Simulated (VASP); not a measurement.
WSe2, 3 atoms in the cell. The cell holds a slab with vacuum, 3 atoms: a = 3.314 Å, b = 3.314 Å, c = 15.658 Å, α = 90.00°, β = 90.00°, γ = 120.00°.  This cell differs from its parent crystal: volume scaled by 0.94, then relaxed in part.

```yaml
Program: VASP 6.6.1
Task: single point
Functional: r2SCAN
Potentials_or_basis: VASP PAW PBE potentials, release 64 (W_sv, Se)
Cutoff: 520 eV
k_mesh: 9 × 9 × 2
Occupations: gaussian, width 0.02 eV
Spin: no spin polarisation
Dipole_correction: no
Further_INCAR_settings: ALGO = Normal; EDIFF = 1e-06; NBANDS = 20
```

Potentials or basis: VASP PAW PBE potentials, release 64 (W_sv, Se).

Command:

```sh
$ cat potpaw_PBE.64/W_sv/POTCAR potpaw_PBE.64/Se/POTCAR > POTCAR
$ cp INCAR.step1 INCAR
$ mpirun -np 1 vasp_std > vasp.out
$ cp INCAR.step2 INCAR
$ mpirun -np 1 vasp_std > vasp.out
```

Hardware: 1 thread of Intel(R) Xeon(R) Platinum 8488C (Sapphire Rapids), on a shared host.

Question: Estimate the wall time of this run.

Answer: It took 5.1 min on 1 thread of Intel(R) Xeon(R) Platinum 8488C (Sapphire Rapids) (shared host), peak memory 0.36 GiB. Counts: k points 24.
